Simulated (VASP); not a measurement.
# Te (Im-3m) in VASP: single point with PBEsol

Aim: the single point of Te with PBEsol.

Program: VASP 6.6.1. These are calculated values, not measurements. Logs are shortened: lines on timing, memory, paths and dates and some standing lists are left out, and cuts for length are marked.

## Step 1: The cell of the first run

Symmetry: Im-3m, No. 229, cubic system. Conventional cell: a = 2.787 Å, b = 2.787 Å, c = 2.787 Å, α = 90.00°, β = 90.00°, γ = 90.00°. Within 3.2 Å of Te (site symmetry m-3m) lie 14 Te at 2.41 to 2.79 Å.

This isn't the form of Te at room conditions, which is trigonal, of chains.

## Step 2: Single point, PBEsol

Input file INCAR:

```
SYSTEM = Te
PREC = Accurate
ENCUT = 520
EDIFF = 1E-6
ISMEAR = -1
SIGMA = 0.05
LREAL = .False.
LASPH = .True.
NELM = 100
ALGO = Normal
ISIF = 2
LWAVE = .False.
LCHARG = .True.
GGA = PS
LELF = .True.
LVHAR = .True.
ISYM = 0
NBANDS = 9
```

Input file KPOINTS:

```
regular mesh
0
Gamma
  15 15 15
  0 0 0
```

Input file POSCAR:

```
Te
1.0
   -1.3934985476      1.3934985476      1.3934985476
    1.3934985476     -1.3934985476      1.3934985476
    1.3934985476      1.3934985476     -1.3934985476
Te
1
Direct
    0.0000000000      0.0000000000      0.0000000000
```

Potentials or basis: VASP PAW PBE potentials, release 64 (Te).

Command:

```bash
$ cat potpaw_PBE.64/Te/POTCAR > POTCAR
$ mpirun -np 1 vasp_std > vasp.out
```

OUTCAR:

```text
SYSTEM = Te
   PREC = Accurate
   ENCUT = 520
   EDIFF = 1E-6
   ISMEAR = -1
   LREAL = .False.
   LASPH = .True.
   NELM = 100
   ISIF = 2
   GGA = PS
   ISYM = 0

 ion  position               nearest neighbor table
   1  0.000  0.000  0.000-

IMPORTANT INFORMATION: All symmetrisations will be switched off!
NOSYMM: (Re-)initialisation of all symmetry stuff for point group C_1.

----------------------------------------------------------------------------------------

                                     Primitive cell

  volume of cell :      10.8238

  direct lattice vectors                    reciprocal lattice vectors
    -1.393498548  1.393498548  1.393498548     0.000000000  0.358809129  0.358809129
     1.393498548 -1.393498548  1.393498548     0.358809129  0.000000000  0.358809129
     1.393498548  1.393498548 -1.393498548     0.358809129  0.358809129  0.000000000

  length of vectors
     2.413610285  2.413610285  2.413610285     0.507432736  0.507432736  0.507432736

  position of ions in fractional coordinates (direct lattice)
     0.000000000  0.000000000  0.000000000

  ion indices of the primitive-cell ions
   primitive index   ion index
                 1           1

----------------------------------------------------------------------------------------

 KPOINTS: regular mesh

Automatic generation of k-mesh.
 Grid dimensions read from file:
 generate k-points for:   15   15   15

 Generating k-lattice:

  Cartesian coordinates                     Fractional coordinates (reciprocal lattice)
     0.000000000  0.023920609  0.023920609     0.066666667  0.000000000  0.000000000
     0.023920609  0.000000000  0.023920609     0.000000000  0.066666667  0.000000000
     0.023920609  0.023920609  0.000000000     0.000000000  0.000000000  0.066666667

  Length of vectors
     0.033828849  0.033828849  0.033828849

  Shift w.r.t. Gamma in fractional coordinates (k-lattice)
     0.000000000  0.000000000  0.000000000

 Subroutine IBZKPT returns following result:
 ===========================================

 Found   1688 irreducible k-points:

 Following reciprocal coordinates:
            Coordinates               Weight
  0.000000  0.000000  0.000000      1.000000
  0.066667  0.000000  0.000000      2.000000
  0.000000  0.066667  0.000000      2.000000
  0.000000  0.000000  0.066667      2.000000
  0.066667  0.000000 -0.066667      2.000000
  0.066667 -0.066667  0.000000      2.000000
[... 16 lines left out ...]
  0.266667  0.000000 -0.266667      2.000000
  0.266667 -0.266667  0.000000      2.000000
 [... further k-points ...]
   k-points           NKPTS =   1688   k-points in BZ     NKDIM =   1688   number of bands    NBANDS=      9
   number of dos      NEDOS =    301   number of ions     NIONS =      1
   total plane-waves  NPLWV =   5832
   dimension x,y,z NGX =    18 NGY =   18 NGZ =   18
   dimension x,y,z NGXF=    36 NGYF=   36 NGZF=   36
   ions per type =               1
   NGX,Y,Z   is equivalent  to a cutoff of  12.40, 12.40, 12.40 a.u.
   NGXF,Y,Z  is equivalent  to a cutoff of  24.80, 24.80, 24.80 a.u.
 SYSTEM =  Te
   PREC   = accura    normal or accurate (medium, high low for compatibility)
   ISTART =      0    job   : 0-new  1-cont  2-samecut
   ICHARG =      2    charge: 1-file 2-atom 10-const
   ISPIN  =      1    spin polarized calculation?
   LNONCOLLINEAR =      F non collinear calculations
   LSORBIT =      F    spin-orbit coupling
   LASPH  =      T    aspherical Exc in radial PAW
   ENCUT  =  520.0 eV  38.22 Ry    6.18 a.u.   4.49  4.49  4.49*2*pi/ulx,y,z
   NELM   =    100;   NELMIN=  2; NELMDL= -5     # of ELM steps
   EDIFF  = 0.1E-05   stopping-criterion for ELM
   LREAL  =      F    real-space projection
   EDIFFG = 0.1E-04   stopping-criterion for IOM
   NSW    =      0    number of steps for IOM
   IBRION =     -1    ionic relax: 0-MD 1-quasi-New 2-CG
   NFREE  =      0    steps in history (QN), initial steepest desc. (CG)
   ISIF   =      2    stress and relaxation
   ISYM   =      0    0-nonsym 1-usesym 2-fastsym
   POTIM  = 0.5000    time-step for ionic-motion
   TEBEG  =    0.0;   TEEND  =   0.0 temperature during run
   PSTRESS=    0.0 pullay stress
   NELECT =       6.0000    total number of electrons
   NUPDOWN=      -1.0000    fix difference up-down
   EMIN   =  10.00;   EMAX   =-10.00  energy-range for DOS
   EFERMI =   0.00;   METHOD = LEGACY
   ISMEAR =    -1;   SIGMA  =   0.05  broadening in eV -4-tet -1-fermi 0-gaus
   EFERMI_NEDOS =   21; number of points for ismear=-14 and -15
   IALGO  =     38    algorithm
   IMIX   =      4    mixing-type and parameters
     AMIX     =   0.40;   BMIX     =  1.00
     AMIX_MAG =   1.60;   BMIX_MAG =  1.00
  volume/ion in A,a.u.               =      10.82        73.04
  Fermi-wavevector in a.u.,A,eV,Ry     =   1.344824  2.541349 24.606832  1.808551
  Thomas-Fermi vector in A             =   2.472786
   LORBIT       =      0    0 simple, 1 ext, 2 COOP (PROOUT), +10 PAW based schemes
   GGA     = PS    functional components
   LHFCALC =     F    Hartree Fock is set to
   AEXX    =    0.0000 exact exchange contribution
   IVDW    =     0    specifies the selected vdW correction
   LEPSILON=     F    determine dielectric tensor
   LRPA    =     F    only Hartree local field effects (RPA)
 non-spin polarized calculation
  energy-cutoff  :      520.00
  volume of cell :       10.82
 maximum number of plane-waves:       321
 NGX is ok and might be reduce to    18
   NGX =  9   NGY =  9   NGZ =  9

 number of electron       6.0000001 magnetization

 Free energy of the ion-electron system (eV)
  ---------------------------------------------------
  ext. energy  EPLUGINS =         0.00000000
  ---------------------------------------------------
  free energy    TOTEN  =         7.41097524 eV

  energy without entropy =        7.41462558  energy(sigma->0) =        7.41280041

 E-fermi :  28.7520     XC(G=0): -14.8856

 val. band max:       28.7166513336   @ k =   0.2667  -0.4667  -0.4667
 cond. band min:      28.8069464972   @ k =   0.0667   0.2667   0.0667
 fundamental gap:      0.0902951635
 Fermi energy:        28.7519776547

 k-point     1 :       0.0000    0.0000    0.0000
  band No.  band energies     occupation
      1       1.4604      2.00000
      2      37.3306      0.00000
      3      37.3306      0.00000
      4      37.3306      0.00000
      5      41.6132      0.00000
      6      41.6132      0.00000
      7      41.6132      0.00000
      8      42.2537      0.00000
      9      42.2537      0.00000

 k-point     2 :       0.0667    0.0000    0.0000
  band No.  band energies     occupation
      1       1.6546      2.00000
      2      36.0784      0.00000
      3      37.1095      0.00000
      4      37.1164      0.00000
      5      39.5965      0.00000
      6      39.7310      0.00000
      7      40.5869      0.00000
      8      42.7750      0.00000
      9      43.2076      0.00000

 k-point     3 :       0.0000    0.0667    0.0000
  band No.  band energies     occupation
      1       1.6546      2.00000
      2      36.0784      0.00000
      3      37.1095      0.00000
      4      37.1164      0.00000
      5      39.5965      0.00000
      6      39.7310      0.00000
      7      40.5869      0.00000
      8      42.7750      0.00000
      9      43.2076      0.00000

 k-point     4 :       0.0000    0.0000    0.0667
  band No.  band energies     occupation
      1       1.6546      2.00000
      2      36.0784      0.00000
      3      37.1095      0.00000
      4      37.1164      0.00000
      5      39.5965      0.00000
      6      39.7310      0.00000
      7      40.5869      0.00000
      8      42.7750      0.00000
      9      43.2076      0.00000

 k-point     5 :       0.0667    0.0000   -0.0667
  band No.  band energies     occupation
      1       1.6546      2.00000
      2      36.0784      0.00000
      3      37.1095      0.00000
      4      37.1164      0.00000
      5      39.5965      0.00000
      6      39.7310      0.00000
      7      40.5869      0.00000
      8      42.7750      0.00000
      9      43.2076      0.00000

 k-point     6 :       0.0667   -0.0667    0.0000
  band No.  band energies     occupation
      1       1.6546      2.00000
      2      36.0784      0.00000
      3      37.1095      0.00000
      4      37.1164      0.00000
      5      39.5965      0.00000
      6      39.7310      0.00000
      7      40.5869      0.00000
      8      42.7750      0.00000
      9      43.2076      0.00000

 k-point     7 :       0.0000    0.0667   -0.0667
  band No.  band energies     occupation
      1       1.6546      2.00000
      2      36.0784      0.00000
      3      37.1095      0.00000
      4      37.1164      0.00000
      5      39.5965      0.00000
      6      39.7310      0.00000
      7      40.5869      0.00000
      8      42.7750      0.00000
      9      43.2076      0.00000

 k-point     8 :       0.1333    0.0000    0.0000
  band No.  band energies     occupation
      1       2.2391      2.00000
      2      32.8364      0.00000
      3      36.1015      0.00000
      4      36.6324      0.00000
      5      37.2951      0.00000
      6      38.6754      0.00000
      7      40.2644      0.00000
      8      43.7821      0.00000
      9      44.1507      0.00000

 k-point     9 :       0.0000    0.1333    0.0000
  band No.  band energies     occupation
      1       2.2391      2.00000
      2      32.8364      0.00000
      3      36.1015      0.00000
      4      36.6324      0.00000
      5      37.2951      0.00000
      6      38.6754      0.00000
      7      40.2644      0.00000
      8      43.7821      0.00000
      9      44.1507      0.00000

 k-point    10 :       0.0000    0.0000    0.1333
  band No.  band energies     occupation
      1       2.2391      2.00000
      2      32.8364      0.00000
      3      36.1015      0.00000
      4      36.6324      0.00000
      5      37.2951      0.00000
      6      38.6754      0.00000
      7      40.2644      0.00000
      8      43.7821      0.00000
      9      44.1507      0.00000
[... 85 lines left out ...]
 k-point    18 :       0.2000   -0.2000    0.0000
  band No.  band energies     occupation
      1       3.2185      2.00000
      2      28.9529      0.03532
      3      34.5516      0.00000
      4      35.0876      0.00000
      5      36.1364      0.00000
      6      38.1087      0.00000
      7      41.0843      0.00000
      8      44.2779      0.00000
      9      46.1343      0.00000

 k-point    19 :       0.0000    0.2000   -0.2000
  band No.  band energies     occupation
      1       3.2185      2.00000
      2      28.9529      0.03532
      3      34.5516      0.00000
      4      35.0876      0.00000
      5      36.1364      0.00000
      6      38.1087      0.00000
      7      41.0843      0.00000
      8      44.2779      0.00000
      9      46.1343      0.00000

 k-point    20 :       0.2667    0.0000    0.0000
  band No.  band energies     occupation
      1       4.5982      2.00000
      2      24.9842      2.00000
      3      33.0643      0.00000
      4      33.1061      0.00000
      5      35.7201      0.00000
      6      37.7901      0.00000
      7      42.5320      0.00000
      8      44.6336      0.00000
      9      48.6094      0.00000

 k-point    21 :       0.0000    0.2667    0.0000
  band No.  band energies     occupation
      1       4.5982      2.00000
      2      24.9842      2.00000
      3      33.0643      0.00000
      4      33.1061      0.00000
      5      35.7201      0.00000
      6      37.7901      0.00000
      7      42.5320      0.00000
      8      44.6336      0.00000
      9      48.6094      0.00000

 k-point    22 :       0.0000    0.0000    0.2667
  band No.  band energies     occupation
      1       4.5982      2.00000
      2      24.9842      2.00000
      3      33.0643      0.00000
      4      33.1061      0.00000
      5      35.7201      0.00000
      6      37.7901      0.00000
      7      42.5320      0.00000
      8      44.6336      0.00000
      9      48.6094      0.00000

 k-point    23 :       0.2667    0.0000   -0.2667
  band No.  band energies     occupation
      1       4.5982      2.00000
      2      24.9842      2.00000
      3      33.0643      0.00000
      4      33.1061      0.00000
      5      35.7201      0.00000
      6      37.7901      0.00000
      7      42.5320      0.00000
      8      44.6336      0.00000
      9      48.6094      0.00000

 k-point    24 :       0.2667   -0.2667    0.0000
  band No.  band energies     occupation
      1       4.5982      2.00000
      2      24.9842      2.00000
      3      33.0643      0.00000
      4      33.1061      0.00000
      5      35.7201      0.00000
      6      37.7901      0.00000
      7      42.5320      0.00000
      8      44.6336      0.00000
      9      48.6094      0.00000

 [... further k-points ...]

------------------------ aborting loop because EDIFF is reached ----------------------------------------

  FORCE on cell =-STRESS in cart. coord.  units (eV):
  Direction    XX          YY          ZZ          XY          YZ          ZX
  --------------------------------------------------------------------------------------
  -------------------------------------------------------------------------------------
  Total       33.2885832     33.2885829     33.2885829      0.0000011      0.0000012      0.0000011
  in kB     4927.4966845   4927.4966524   4927.4966539      0.0001626      0.0001776      0.0001663
  external PRESSURE =    4927.4966636 kB  Pullay stress =       0.0000000 kB

 VOLUME and BASIS-vectors are now :
 -----------------------------------------------------------------------------
  energy-cutoff  :      520.00
  volume of cell :       10.82
      direct lattice vectors                 reciprocal lattice vectors
    -1.393498548  1.393498548  1.393498548     0.000000000  0.358809129  0.358809129
     1.393498548 -1.393498548  1.393498548     0.358809129  0.000000000  0.358809129
     1.393498548  1.393498548 -1.393498548     0.358809129  0.358809129  0.000000000

 POSITION                                       TOTAL-FORCE (eV/Angst)
 -----------------------------------------------------------------------------------
      0.00000      0.00000      0.00000         0.000000      0.000000     -0.000000
 -----------------------------------------------------------------------------------
    total drift:                                0.000000      0.000000     -0.000000

  FREE ENERGIE OF THE ION-ELECTRON SYSTEM (eV)
  ---------------------------------------------------
  free  energy   TOTEN  =         7.4109752437 eV

  energy  without entropy=        7.4146255751  energy(sigma->0) =        7.41280041
```

Wall time 74 s (1 thread of Intel Xeon Platinum 8488C (Sapphire Rapids), shared host); peak memory 0.28 GiB.

Results:

* Free energy: 7.4110 eV
* Pressure: 492.7 GPa
* Band gap on the k mesh: zero (bands 3 and 4 overlap by 17.01 eV)

Caveat: the cell stands under pressure; the PAW data sets were made with another functional, which shifts forces and pressure a little; spin-orbit coupling is left out, which moves the levels of the heavy elements.
